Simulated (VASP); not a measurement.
Wanted: the native input for a VASP 6.6.1 run.

```
Task                   : single point
Functional             : PBEsol
Potentials or basis    : VASP PAW PBE potentials, release 64 (N)
Cutoff                 : 520 eV
k mesh                 : 4 × 4 × 4
Occupations            : fermi-dirac, width 0.02 eV
Spin                   : no spin polarisation
Dipole correction      : no
Further INCAR settings : ALGO = Normal; EDIFF = 1e-06; NBANDS = 18
```

The structure of N lies in POSCAR:

```
N
1.0
    5.6490000000      0.0000000000      0.0000000000
    0.0000000000      5.6490000000      0.0000000000
    0.0000000000      0.0000000000      5.5360200000
N
4
Direct
    0.0300000000      0.0300000000      0.0300000000
    0.4700000000      0.9700000000      0.5300000000
    0.5300000000      0.4700000000      0.9700000000
    0.9700000000      0.5300000000      0.4700000000
```

This cell differs from its parent crystal: zz strain of -2 %.

These files were run (other wordings do the same):

INCAR

```
PREC     = Accurate       # precision mode
ENCUT    = 520            # plane-wave cutoff, eV
EDIFF    = 1E-6           # SCF threshold, eV
ISMEAR   = -1             # smearing method
SIGMA    = 0.02           # smearing width, eV
LREAL    = F              # projectors in reciprocal space
LASPH    = T              # aspherical terms in the spheres
NELM     = 60             # most SCF steps
ALGO     = Normal         # electronic algorithm
ISIF     = 2              # what is computed and relaxed
LWAVE    = F              # write WAVECAR
LCHARG   = T              # write CHGCAR
GGA      = PS             # functional
LELF     = T              # ELF
LVHAR    = T            
NBANDS   = 18             # bands
```

KPOINTS

```
Automatic mesh
0
Gamma
  4 4 4
```

Potentials or basis: VASP PAW PBE potentials, release 64 (N).

Command:

```console
$ cat potpaw_PBE.64/N/POTCAR > POTCAR
$ mpirun -np 1 vasp_std > vasp.out
```

It gave:

| Property | Result |
| --- | --- |
| Pressure | -4.4 GPa |
| Largest force | 0.408 eV/Å |
| Band gap on the k mesh | zero (bands 10 and 11 overlap by 0.16 eV) |

Caveat: the cell differs from its parent crystal (zz strain of -2 %); the cell stands under tension; the PAW data sets were made with another functional, which shifts forces and pressure a little.

Wall time 54 s on 1 thread of Intel(R) Xeon(R) Platinum 8259CL CPU @ 2.50GHz (Skylake/Cascade Lake), on a shared host, peak memory 0.27 GiB.
